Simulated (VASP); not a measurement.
# Zn3Se (Pm-3m) in VASP: a series of runs

Runs on Zn3Se. Level: PBE. Tasks: relaxation of cell and atoms.

Program: VASP 6.6.1. These are calculated values, not measurements. Logs are shortened: lines on timing, memory, paths and dates and some standing lists are left out, and cuts for length are marked.

### Step 1. The cell of the first run

The structure is cubic, space group Pm-3m (No. 221). Conventional cell: a = 5.420 Å, b = 5.420 Å, c = 5.420 Å, α = 90.00°, β = 90.00°, γ = 90.00°. Within 3.6 Å of Zn (site symmetry 4/mmm) lie 2 Se at 2.71 Å. Se (site symmetry m-3m) has 6 Zn at 2.71 Å within 3.6 Å.

The cell was generated, and may not be a known phase.

### Step 2. Relaxation of cell and atoms, PBE

Input file INCAR:

```
PREC = Accurate ; ENCUT = 600
EDIFF = 1E-7 ; ISMEAR = 0
SIGMA = 0.1 ; LREAL = False
LASPH = True ; NELM = 100
ALGO = Normal ; ISIF = 3
LWAVE = False ; LCHARG = False
GGA = PE ; IBRION = 2
NSW = 100 ; EDIFFG = -0.01
```

Input file KPOINTS:

```
regular mesh
0
Gamma
  8 8 8
```

Input file POSCAR:

```
Zn3Se
1.0
    5.4204431768      0.0000000000      0.0000000000
    0.0000000000      5.4204431768      0.0000000000
    0.0000000000      0.0000000000      5.4204431768
Zn Se
3 1
Direct
    0.0000000000      0.5000000000      0.5000000000
    0.5000000000      0.0000000000      0.5000000000
    0.5000000000      0.5000000000      0.0000000000
    0.5000000000      0.5000000000      0.5000000000
```

Potentials or basis: VASP PAW PBE potentials, release 64 (Zn, Se).

Launch:

```
> cat potpaw_PBE.64/Zn/POTCAR potpaw_PBE.64/Se/POTCAR > POTCAR
> mpirun -np 1 vasp_std > vasp.out
```

OUTCAR:

```text
PREC = Accurate
   ENCUT = 600
   EDIFF = 1E-7
   ISMEAR = 0
   LREAL = False
   LASPH = True
   NELM = 100
   ISIF = 3
   GGA = PE
   IBRION = 2
   NSW = 100
   EDIFFG = -0.01

 ion  position               nearest neighbor table
   1  0.000  0.500  0.500-   4 2.71   4 2.71
   2  0.500  0.000  0.500-   4 2.71   4 2.71
   3  0.500  0.500  0.000-   4 2.71   4 2.71
   4  0.500  0.500  0.500-   1 2.71   2 2.71   3 2.71   3 2.71   2 2.71   1 2.71

  LATTYP: Found a simple cubic cell.
 ALAT       =     5.4204431768

  Lattice vectors:

 A1 = (   5.4204431768,   0.0000000000,   0.0000000000)
 A2 = (   0.0000000000,   5.4204431768,   0.0000000000)
 A3 = (   0.0000000000,   0.0000000000,   5.4204431768)

Analysis of symmetry for initial positions (statically):
=====================================================================
 Subroutine PRICEL returns:
 Original cell was already a primitive cell.

 Routine SETGRP: Setting up the symmetry group for a
 simple cubic supercell.

 Subroutine GETGRP returns: Found 48 space group operations
 (whereof 48 operations were pure point group operations)
 out of a pool of 48 trial point group operations.

The static configuration has the point symmetry O_h .

Analysis of symmetry for dynamics (positions and initial velocities):
=====================================================================
 Subroutine PRICEL returns:
 Original cell was already a primitive cell.

 Routine SETGRP: Setting up the symmetry group for a
 simple cubic supercell.

 Subroutine GETGRP returns: Found 48 space group operations
 (whereof 48 operations were pure point group operations)
 out of a pool of 48 trial point group operations.

The dynamic configuration has the point symmetry O_h .

 Subroutine INISYM returns: Found 48 space group operations
 (whereof 48 operations are pure point group operations),
 and found     1 'primitive' translations

----------------------------------------------------------------------------------------

                                     Primitive cell

  volume of cell :     159.2591

  direct lattice vectors                    reciprocal lattice vectors
     5.420443177  0.000000000  0.000000000     0.184486760  0.000000000  0.000000000
     0.000000000  5.420443177  0.000000000     0.000000000  0.184486760  0.000000000
     0.000000000  0.000000000  5.420443177     0.000000000  0.000000000  0.184486760

  length of vectors
     5.420443177  5.420443177  5.420443177     0.184486760  0.184486760  0.184486760

  position of ions in fractional coordinates (direct lattice)
     0.000000000  0.500000000  0.500000000
     0.500000000  0.000000000  0.500000000
     0.500000000  0.500000000  0.000000000
     0.500000000  0.500000000  0.500000000

  ion indices of the primitive-cell ions
   primitive index   ion index
                 1           1
                 2           2
                 3           3
                 4           4

----------------------------------------------------------------------------------------

 KPOINTS: regular mesh

Automatic generation of k-mesh.
 Grid dimensions read from file:
 generate k-points for:    8    8    8

 Generating k-lattice:

  Cartesian coordinates                     Fractional coordinates (reciprocal lattice)
     0.023060845  0.000000000  0.000000000     0.125000000  0.000000000  0.000000000
     0.000000000  0.023060845  0.000000000     0.000000000  0.125000000  0.000000000
     0.000000000  0.000000000  0.023060845     0.000000000  0.000000000  0.125000000

  Length of vectors
     0.023060845  0.023060845  0.023060845

  Shift w.r.t. Gamma in fractional coordinates (k-lattice)
     0.000000000  0.000000000  0.000000000

 Subroutine IBZKPT returns following result:
 ===========================================

 Found     35 irreducible k-points:

 Following reciprocal coordinates:
            Coordinates               Weight
  0.000000  0.000000  0.000000      1.000000
  0.125000  0.000000  0.000000      6.000000
  0.250000  0.000000  0.000000      6.000000
  0.375000  0.000000  0.000000      6.000000
  0.500000  0.000000  0.000000      3.000000
  0.125000  0.125000  0.000000     12.000000
[... 16 lines left out ...]
  0.375000  0.375000  0.125000     24.000000
  0.500000  0.375000  0.125000     24.000000
 [... further k-points ...]
   k-points           NKPTS =     35   k-points in BZ     NKDIM =     35   number of bands    NBANDS=     25
   number of dos      NEDOS =    301   number of ions     NIONS =      4
   total plane-waves  NPLWV = 110592
   dimension x,y,z NGX =    48 NGY =   48 NGZ =   48
   dimension x,y,z NGXF=    96 NGYF=   96 NGZF=   96
   ions per type =               3   1
   NGX,Y,Z   is equivalent  to a cutoff of  14.72, 14.72, 14.72 a.u.
   NGXF,Y,Z  is equivalent  to a cutoff of  29.44, 29.44, 29.44 a.u.
 SYSTEM =  unknown system
   PREC   = accura    normal or accurate (medium, high low for compatibility)
   ISTART =      0    job   : 0-new  1-cont  2-samecut
   ICHARG =      2    charge: 1-file 2-atom 10-const
   ISPIN  =      1    spin polarized calculation?
   LNONCOLLINEAR =      F non collinear calculations
   LSORBIT =      F    spin-orbit coupling
   LASPH  =      T    aspherical Exc in radial PAW
   ENCUT  =  600.0 eV  44.10 Ry    6.64 a.u.  10.83 10.83 10.83*2*pi/ulx,y,z
   NELM   =    100;   NELMIN=  2; NELMDL= -5     # of ELM steps
   EDIFF  = 0.1E-06   stopping-criterion for ELM
   LREAL  =      F    real-space projection
   EDIFFG = -.1E-01   stopping-criterion for IOM
   NSW    =    100    number of steps for IOM
   IBRION =      2    ionic relax: 0-MD 1-quasi-New 2-CG
   NFREE  =      1    steps in history (QN), initial steepest desc. (CG)
   ISIF   =      3    stress and relaxation
   ISYM   =      2    0-nonsym 1-usesym 2-fastsym
   POTIM  = 0.5000    time-step for ionic-motion
   TEBEG  =    0.0;   TEEND  =   0.0 temperature during run
   PSTRESS=    0.0 pullay stress
   NELECT =      42.0000    total number of electrons
   NUPDOWN=      -1.0000    fix difference up-down
   EMIN   =  10.00;   EMAX   =-10.00  energy-range for DOS
   EFERMI =   0.00;   METHOD = LEGACY
   ISMEAR =     0;   SIGMA  =   0.10  broadening in eV -4-tet -1-fermi 0-gaus
   EFERMI_NEDOS =   21; number of points for ismear=-14 and -15
   IALGO  =     38    algorithm
   IMIX   =      4    mixing-type and parameters
     AMIX     =   0.40;   BMIX     =  1.00
     AMIX_MAG =   1.60;   BMIX_MAG =  1.00
  volume/ion in A,a.u.               =      39.81       268.68
  Fermi-wavevector in a.u.,A,eV,Ry     =   1.049840  1.983910 14.995853  1.102164
  Thomas-Fermi vector in A             =   2.184819
   LORBIT       =      0    0 simple, 1 ext, 2 COOP (PROOUT), +10 PAW based schemes
   GGA     = PE    functional components
   LHFCALC =     F    Hartree Fock is set to
   AEXX    =    0.0000 exact exchange contribution
   IVDW    =     0    specifies the selected vdW correction
   LEPSILON=     F    determine dielectric tensor
   LRPA    =     F    only Hartree local field effects (RPA)
 conjugate gradient relaxation of ions
 non-spin polarized calculation
 Gauss-broadening in eV      SIGMA  =   0.10
  energy-cutoff  :      600.00
  volume of cell :      159.26
 maximum number of plane-waves:      5400
 NGX is ok and might be reduce to    48
   NGX = 21   NGY = 21   NGZ = 21

 number of electron      41.9999956 magnetization

 Free energy of the ion-electron system (eV)
  ---------------------------------------------------
  ext. energy  EPLUGINS =         0.00000000
  ---------------------------------------------------
  free energy    TOTEN  =        -4.48426723 eV

  energy without entropy =       -4.47430089  energy(sigma->0) =       -4.47928406

 E-fermi :  -0.0080     XC(G=0):  -6.7820

 val. band max:       -0.0093692713   @ k =   0.5000   0.5000   0.3750
 cond. band min:       0.0185823071   @ k =   0.3750   0.3750   0.0000
 fundamental gap:      0.0279515785
 Fermi energy:        -0.0080435443

 k-point     1 :       0.0000    0.0000    0.0000
  band No.  band energies     occupation
      1     -14.0728      2.00000
      2      -7.2610      2.00000
      3      -7.2610      2.00000
      4      -7.2610      2.00000
      5      -7.2306      2.00000
      6      -7.2306      2.00000
[... 17 lines left out ...]
     24       3.0377      0.00000
     25       3.0377      0.00000

 k-point     2 :       0.1250    0.0000    0.0000
  band No.  band energies     occupation
      1     -14.0622      2.00000
      2      -7.2597      2.00000
      3      -7.2577      2.00000
      4      -7.2577      2.00000
      5      -7.2301      2.00000
      6      -7.2272      2.00000
[... 17 lines left out ...]
     24       2.9499      0.00000
     25       2.9499      0.00000

 k-point     3 :       0.2500    0.0000    0.0000
  band No.  band energies     occupation
      1     -14.0363      2.00000
      2      -7.3023      2.00000
      3      -7.2565      2.00000
      4      -7.2478      2.00000
      5      -7.2478      2.00000
      6      -7.2275      2.00000
[... 17 lines left out ...]
     24       2.6661      0.00000
     25       2.6661      0.00000

 k-point     4 :       0.3750    0.0000    0.0000
  band No.  band energies     occupation
      1     -14.0099      2.00000
      2      -7.4115      2.00000
      3      -7.2530      2.00000
      4      -7.2309      2.00000
      5      -7.2309      2.00000
      6      -7.2257      2.00000
[... 17 lines left out ...]
     24       2.3599      0.00000
     25       2.3599      0.00000

 k-point     5 :       0.5000    0.0000    0.0000
  band No.  band energies     occupation
      1     -13.9987      2.00000
      2      -7.4607      2.00000
      3      -7.2515      2.00000
      4      -7.2249      2.00000
      5      -7.2112      2.00000
      6      -7.2112      2.00000
[... 17 lines left out ...]
     24       2.2377      0.00000
     25       2.6046      0.00000

 k-point     6 :       0.1250    0.1250    0.0000
  band No.  band energies     occupation
      1     -14.0516      2.00000
      2      -7.2610      2.00000
      3      -7.2586      2.00000
      4      -7.2523      2.00000
      5      -7.2293      2.00000
      6      -7.2247      2.00000
[... 17 lines left out ...]
     24       2.9025      0.00000
     25       3.0562      0.00000
[... 393 lines left out ...]
 k-point    21 :       0.3750    0.2500    0.1250
  band No.  band energies     occupation
      1     -13.9622      2.00000
      2      -7.4512      2.00000
      3      -7.3570      2.00000
      4      -7.2826      2.00000
      5      -7.2236      2.00000
      6      -7.2158      2.00000
[... 17 lines left out ...]
     24       1.5962      0.00000
     25       2.0748      0.00000

 k-point    22 :       0.5000    0.2500    0.1250
  band No.  band energies     occupation
      1     -13.9510      2.00000
      2      -7.4998      2.00000
      3      -7.3641      2.00000
      4      -7.2852      2.00000
      5      -7.2216      2.00000
      6      -7.2133      2.00000
[... 17 lines left out ...]
     24       1.7139      0.00000
     25       2.0984      0.00000

 k-point    23 :       0.3750    0.3750    0.1250
  band No.  band energies     occupation
      1     -13.9354      2.00000
      2      -7.4758      2.00000
      3      -7.4628      2.00000
      4      -7.2943      2.00000
      5      -7.2167      2.00000
      6      -7.2150      2.00000
[... 17 lines left out ...]
     24       1.6406      0.00000
     25       1.7526      0.00000

 k-point    24 :       0.5000    0.3750    0.1250
  band No.  band energies     occupation
      1     -13.9241      2.00000
      2      -7.5193      2.00000
      3      -7.4768      2.00000
      4      -7.2988      2.00000
      5      -7.2164      2.00000
      6      -7.2152      2.00000
[... 17 lines left out ...]
     24       1.7344      0.00000
     25       1.7831      0.00000

 [... further k-points ...]
[... 5 lines left out ...]
  --------------------------------------------------------------------------------------
  -------------------------------------------------------------------------------------
  Total        0.0202400      0.0202400      0.0202400     -0.0000000     -0.0000000      0.0000000
  in kB        0.2036187      0.2036187      0.2036187     -0.0000000     -0.0000000      0.0000000
  external PRESSURE =       0.2036187 kB  Pullay stress =       0.0000000 kB

 VOLUME and BASIS-vectors are now :
 -----------------------------------------------------------------------------
  energy-cutoff  :      600.00
  volume of cell :      159.26
      direct lattice vectors                 reciprocal lattice vectors
     5.420443177  0.000000000  0.000000000     0.184486760  0.000000000  0.000000000
     0.000000000  5.420443177  0.000000000     0.000000000  0.184486760  0.000000000
     0.000000000  0.000000000  5.420443177     0.000000000  0.000000000  0.184486760

 POSITION                                       TOTAL-FORCE (eV/Angst)
 -----------------------------------------------------------------------------------
      0.00000      2.71022      2.71022         0.000000      0.000000      0.000000
      2.71022      0.00000      2.71022         0.000000      0.000000      0.000000
      2.71022      2.71022      0.00000         0.000000      0.000000      0.000000
      2.71022      2.71022      2.71022         0.000000      0.000000      0.000000
 -----------------------------------------------------------------------------------
    total drift:                                0.000000      0.000000     -0.000000

  FREE ENERGIE OF THE ION-ELECTRON SYSTEM (eV)
  ---------------------------------------------------
  free  energy   TOTEN  =        -4.4842672317 eV

  energy  without entropy=       -4.4743008912  energy(sigma->0) =       -4.47928406

 reached required accuracy - stopping structural energy minimisation
```

Run time: 4.6 min. Hardware: 1 thread of Intel Xeon 8259CL, shared host; peak memory 0.41 GiB.

Results:

```
Free energy             : -4.4843 eV
Pressure after relaxing : 0.0 GPa
Band gap on the k mesh  : zero (bands 21 and 22 overlap by 2.37 eV)
```

Final structure:
```cif
data_structure
_symmetry_space_group_name_H-M 'P 1'
_symmetry_Int_Tables_number 1
_cell_length_a 5.4204
_cell_length_b 5.4204
_cell_length_c 5.4204
_cell_angle_alpha 90.000
_cell_angle_beta 90.000
_cell_angle_gamma 90.000
_cell_volume 159.26
loop_
_atom_site_label
_atom_site_type_symbol
_atom_site_fract_x
_atom_site_fract_y
_atom_site_fract_z
_atom_site_occupancy
Zn1 Zn 0.00000 0.50000 0.50000 1
Zn2 Zn 0.50000 0.00000 0.50000 1
Zn3 Zn 0.50000 0.50000 0.00000 1
Se1 Se 0.50000 0.50000 0.50000 1
```

Levels at points of the mesh, in eV from the Fermi level:
```tsv
k point	band 17	band 18	band 19	band 20	band 21	band 22	band 23	band 24	band 25
(0.00, 0.00, 0.00)	-4.25	-4.25	-4.25	-3.46	-2.02	-2.02	3.05	3.05	3.05
(0.50, 0.00, 0.00)	-5.41	-4.06	-4.06	-2.91	-1.88	0.75	2.25	2.25	2.61
(0.50, 0.50, 0.00)	-5.17	-5.17	-3.89	-2.31	-0.24	1.16	1.16	2.48	2.48
(0.50, 0.50, 0.50)	-4.95	-4.95	-4.95	0.05	0.05	0.05	1.49	1.49	1.49
```

Caveat: the relaxation stopped at its first step, so nothing moved.

### Step 3. Relaxation of cell and atoms, PBE

This run uses another cell than the first one, of 43.12 Å³/atom.

Input file INCAR:

```
PREC     = Accurate       # precision mode
ENCUT    = 600            # plane-wave cutoff, eV
EDIFF    = 1E-6           # SCF threshold, eV
ISMEAR   = 0              # smearing method
SIGMA    = 0.1            # smearing width, eV
LREAL    = F              # projectors in reciprocal space
LASPH    = T              # aspherical terms in the spheres
NELM     = 80             # most SCF steps
ALGO     = Normal         # electronic algorithm
ISIF     = 3              # what is computed and relaxed
LWAVE    = F              # write WAVECAR
LCHARG   = F              # write CHGCAR
GGA      = PE             # functional
IBRION   = 2              # ionic algorithm
NSW      = 100            # ionic steps
EDIFFG   = -0.01          # ionic threshold
```

Input file KPOINTS:

```
Automatic mesh
0
Gamma
  8 8 8
```

Input file POSCAR:

```
Zn3Se
1.0
    5.5663762855      0.0000000000      0.0000000000
    0.0000000000      5.5663762855      0.0000000000
    0.0000000000      0.0000000000      5.5663762855
Zn Se
3 1
Direct
    0.0000000000      0.5000000000      0.5000000000
    0.5000000000      0.0000000000      0.5000000000
    0.5000000000      0.5000000000      0.0000000000
    0.5000000000      0.5000000000      0.5000000000
```

Potentials or basis: VASP PAW PBE potentials, release 64 (Zn, Se).

Launch:

```
> cat potpaw_PBE.64/Zn/POTCAR potpaw_PBE.64/Se/POTCAR > POTCAR
> mpirun -np 1 vasp_std > vasp.out
```

It took 18 min on 1 thread of Intel Xeon 8259CL, shared host; peak memory 0.45 GiB.

Results (log left out):

```yaml
Free_energy: -4.4861 eV
Relaxed_volume: 39.89 Å³/atom
Relaxed_cell: a = 5.424 Å, b = 5.424 Å, c = 5.424 Å, α = 90.00°, β = 90.00°, γ = 90.00°
Space_group_after_relaxing_to_0.1_Å: Pm-3m (No. 221)
Energy_gained_by_relaxing: 9.8 meV/atom
Ionic_steps: 6
Pressure_after_relaxing: 0.0 GPa
Band_gap_on_the_k_mesh: zero (bands 21 and 22 overlap by 2.38 eV)
```

The path:
```csv
step,energy change (eV),largest force (eV/Å),pressure (GPa),volume (Å³)
1,0.0000,0.0000,-0.79,172.47
2,-0.0232,0.0000,-0.60,167.24
3,-0.0388,0.0000,-0.11,160.62
4,-0.0392,0.0000,0.08,159.25
5,-0.0391,0.0000,-0.06,159.81
6,-0.0392,0.0000,-0.02,159.56
```

Final structure:
```
Zn Se
1.0
     5.42390    0.00000    0.00000
     0.00000    5.42390    0.00000
     0.00000    0.00000    5.42390
Zn Se
3 1
Direct
  0.00000 0.50000 0.50000
  0.50000 0.00000 0.50000
  0.50000 0.50000 0.00000
  0.50000 0.50000 0.50000
```

Levels at points of the mesh, in eV from the Fermi level:
| k point | band 17 | band 18 | band 19 | band 20 | band 21 | band 22 | band 23 | band 24 | band 25 |
| --- | --- | --- | --- | --- | --- | --- | --- | --- | --- |
| (0.00, 0.00, 0.00) | -4.24 | -4.24 | -4.24 | -3.46 | -2.03 | -2.03 | 3.04 | 3.04 | 3.04 |
| (0.50, 0.00, 0.00) | -5.41 | -4.06 | -4.06 | -2.91 | -1.88 | 0.74 | 2.24 | 2.24 | 2.60 |
| (0.50, 0.50, 0.00) | -5.17 | -5.17 | -3.89 | -2.31 | -0.24 | 1.15 | 1.15 | 2.47 | 2.47 |
| (0.50, 0.50, 0.50) | -4.95 | -4.95 | -4.95 | 0.05 | 0.05 | 0.05 | 1.48 | 1.48 | 1.48 |

The gap in the log of VASP goes by the Fermi energy; the results here count the filled bands.